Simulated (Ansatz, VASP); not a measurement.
# One calculation of P, two programs

Contents of INCAR:

```
PREC = Accurate
ENCUT = 520
EDIFF = 1E-6
ISMEAR = 0
SIGMA = 0.1
LREAL = F
LASPH = T
NELM = 100
ALGO = Normal
ISIF = 2
LWAVE = F
LCHARG = F
GGA = PE
NBANDS = 12
```

The input KPOINTS:

```
Automatic mesh
0
Gamma
  6 6 6
```

Contents of POSCAR:

```
P
1.0
    1.7417834072      1.0056191190      3.1141105444
   -1.7417834072      1.0056191190      3.1141105444
    0.0000000000     -2.0112382381      3.1141105444
P
2
Direct
    0.7722467147      0.7722467147      0.7722467147
    0.2277532853      0.2277532853      0.2277532853
```

Input for Ansatz:

```yaml
crystal:
  lattice:
    - [1.7417834072, 1.005619119, 3.1141105444]
    - [-1.7417834072, 1.005619119, 3.1141105444]
    - [0.0, -2.0112382381, 3.1141105444]
  atoms:
    - { symbol: P, position: [0.7722467147, 0.7722467147, 0.7722467147] }
    - { symbol: P, position: [0.2277532853, 0.2277532853, 0.2277532853] }
basis:
  ecutwfc: 420
kpoints:
  mp_grid: { grid: [6, 6, 6] }
hamiltonian:
  xc: pbe
scf:
  occupations: { method: gaussian, width: 0.1 }
  lower_state_search: "off"
output:
  forces: true
  stress: true
  eigenvalues: true
```

Change from the starting cell: the structure that the rattled cell fell into.

Alike in both runs: task single point; functional PBE; k mesh 6 × 6 × 6; occupations gaussian, width 0.1 eV; no spin polarisation.

|  | VASP | Ansatz |
| --- | --- | --- |
| version | VASP 6.6.1 | Ansatz 0.2.0 |
| potentials or method | VASP PAW PBE potentials, release 64 (P), cutoff 520 eV | scalar-relativistic, plane waves, PAW |
| valence electrons in the cell | 10 | 10 |

|  | VASP | Ansatz | Ansatz less VASP |
| --- | --- | --- | --- |
| gap on the k mesh at the Fermi level (eV) | none | none | - |
| pressure (GPa) | -0.2 | 0.1 | +0.24 |
| traceless stress, the component that is largest in VASP (GPa) | -0.06 | -0.21 | -0.152 |
| rms of the force components (eV/Å) | 0.103 | 0.078 | -0.0250 |

Atom by atom the forces differ by 0.025 eV/Å (rms over components). A gap of «none» marks a metal or a gap that the smearing closes.

The k mesh is coarse, so the values compare programs but aren't converged.
